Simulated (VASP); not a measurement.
Set up this calculation in VASP 6.6.1, as the native input.

| Quantity | Value |
| --- | --- |
| Task | single point |
| Functional | PBE |
| Potentials or basis | VASP PAW PBE potentials, release 64 (Pt) |
| Cutoff | 520 eV |
| k mesh | 20 × 20 × 20 |
| Occupations | gaussian, width 0.15 eV |
| Spin | no spin polarisation |
| Dipole correction | no |
| Further INCAR settings | ALGO = Fast; EDIFF = 1e-06; NBANDS = 11 |

The structure of Pt lies in POSCAR:

```
Pt
1.0
    0.0122368750      1.9579000000      1.9579000000
    1.9579000000      0.0122368750      1.9579000000
    1.9701368750      1.9701368750      0.0000000000
Pt
1
Direct
    0.0000000000      0.0000000000      0.0000000000
```

This cell differs from its parent crystal: strain +0.0125 x Voigt [0, 0, 0, 0, 0, 1].

One way to write it, as run:

INCAR

```
SYSTEM = Pt
  ALGO = Fast
  EDIFF = 1E-6
  ENCUT = 520
  GGA = PE
  ISIF = 2
  ISMEAR = 0
  LASPH = .TRUE.
  LCHARG = .TRUE.
  LELF = .TRUE.
  LREAL = .FALSE.
  LVHAR = .TRUE.
  LWAVE = .FALSE.
  NBANDS = 11
  NELM = 100
  PREC = Accurate
  SIGMA = 0.15
```

KPOINTS

```
k-points
0
G
  20 20 20
  0 0 0
```

Potentials or basis: VASP PAW PBE potentials, release 64 (Pt).

The run is started by

```sh
$ cat potpaw_PBE.64/Pt/POTCAR > POTCAR
$ mpirun -np 1 vasp_std > vasp.out
```

Results of the run:

The pressure is 11.0 GPa and the band gap on the k mesh is zero (bands 5 and 6 overlap by 2.28 eV).

Caveat: the cell differs from its parent crystal (strain +0.0125 x Voigt [0, 0, 0, 0, 0, 1]); the cell stands under pressure; spin-orbit coupling is left out, which moves the levels of the heavy elements.

Wall time 2.1 min on 1 thread of AMD EPYC 9R45 96-Core Processor (Zen 5), with other jobs on the host, peak memory 0.28 GiB.
